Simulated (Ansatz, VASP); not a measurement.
# GaN: VASP beside Ansatz

File INCAR:

```
SYSTEM = GaN
PREC = Accurate ; ENCUT = 520
EDIFF = 1E-7 ; ISMEAR = 0
SIGMA = 0.01 ; LREAL = .FALSE.
LASPH = .TRUE. ; NELM = 150
ALGO = Normal ; ISIF = 2
LWAVE = .FALSE. ; LCHARG = .FALSE.
MAGMOM = 0 0 0 0 0 0 ; LORBIT = 11
LSORBIT = .TRUE. ; GGA_COMPAT = .FALSE.
LORBMOM = .TRUE. ; GGA = PS
NBANDS = 30
```

File KPOINTS:

```
regular mesh
0
G
  10 10 10
  0 0 0
```

POSCAR

```
GaN
1.0
    2.2413965218      2.2413965218      0.0000000000
   -2.2413965218      2.2413965218      0.0000000000
    0.0000000000      2.2413965218      2.2413965218
Ga N
1 1
Direct
    0.0000000000      0.0000000000      0.0000000000
    0.2500000000      0.7500000000      0.5000000000
```

Input for Ansatz:

```yaml
crystal:
  lattice:
    - [2.24139652185, 2.24139652185, 0.0]
    - [-2.24139652185, 2.24139652185, 0.0]
    - [0.0, 2.24139652185, 2.24139652185]
  atoms:
    - { symbol: Ga, position: [0.0, 0.0, 0.0] }
    - { symbol: "N", position: [0.25, 0.75, 0.5] }
kpoints:
  mp_grid: { grid: [10, 10, 10] }
scf:
  occupations: { method: fixed }
  convergence: { dr2_threshold: 1.0e-10 }
hamiltonian:
  xc: pbesol
  pseudopotentials: { kind: all_electron, lapw: { basis_error: 0.0005 } }
magnetization:
  noncollinear: true
  spin_orbit: true
output:
  forces: true
  stress: true
  eigenstates:
    kpoints:
      - [0.0, 0.0, 0.0]
      - [-0.5, -0.5, -0.5]
      - [-0.5, 0.5, 0.0]
      - [0.0, 0.0, -0.5]
      - [0.0, -0.5, -0.5]
      - [0.0, 0.5, 0.0]
      - [-0.5, 0.0, 0.0]
      - [-0.5, 0.0, -0.5]
  eigenvalues: true
```

Alike in both runs: task single point; functional PBEsol; k mesh 10 × 10 × 10; non-collinear spin, spin-orbit coupling.

|  | VASP | Ansatz |
| --- | --- | --- |
| version | VASP 6.6.1 | Ansatz 0.2.0 |
| potentials or method | VASP PAW PBE potentials, release 64 (Ga_d, N), cutoff 520 eV | all-electron LAPW |
| occupations | gaussian, width 0.01 eV | fixed |

VASP gave:

```
pressure (GPa) : 1.7
```

Question: Which values does Ansatz return?

Answer: Pressure (GPa): 1.9.

VASP's potentials were made for PBE, not for PBEsol. Ansatz ran all-electron here, and VASP with PAW potentials.
